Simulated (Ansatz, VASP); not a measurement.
## Two plane-wave programs on Os

```
Os
1.0
     2.62474    0.00000    0.00000
    -1.31237    2.27309    0.00000
     0.00000    0.00000    4.31970
Os
2
Direct
  0.33333 0.66667 0.25000
  0.66667 0.33333 0.75000
```

Change from the starting cell: strain -0.040 along x and y, +0.000 along z, atoms carried along.

Alike in both runs: task single point; functional LDA; k mesh 21 × 21 × 12; occupations gaussian, width 0.15 eV; no spin polarisation.

```csv
,VASP,Ansatz
version,VASP 6.6.1,Ansatz 0.2.0
potentials or method,"VASP PAW LDA potentials, release 64 (Os), cutoff 520 eV","scalar-relativistic, plane waves, PAW"
valence electrons in the cell,16,32
```

|  | VASP | Ansatz | Ansatz less VASP |
| --- | --- | --- | --- |
| gap on the k mesh at the Fermi level (eV) | none | none | - |
| pressure (GPa) | 33.7 | 31.7 | -1.92 |
| traceless stress, the component that is largest in VASP (GPa) | -20.30 | -20.36 | -0.060 |

LDA's correlation is that of Perdew and Zunger in VASP and of Perdew and Wang (1992) in Ansatz. A gap of «none» marks a metal or a gap that the smearing closes. Both programs put the cell under a high pressure, so it lies far from rest at this level. VASP's potentials hold 16 valence electrons a cell and Ansatz's 32, so a difference there can come from the potentials and not from the codes.

Spin-orbit coupling is off throughout.
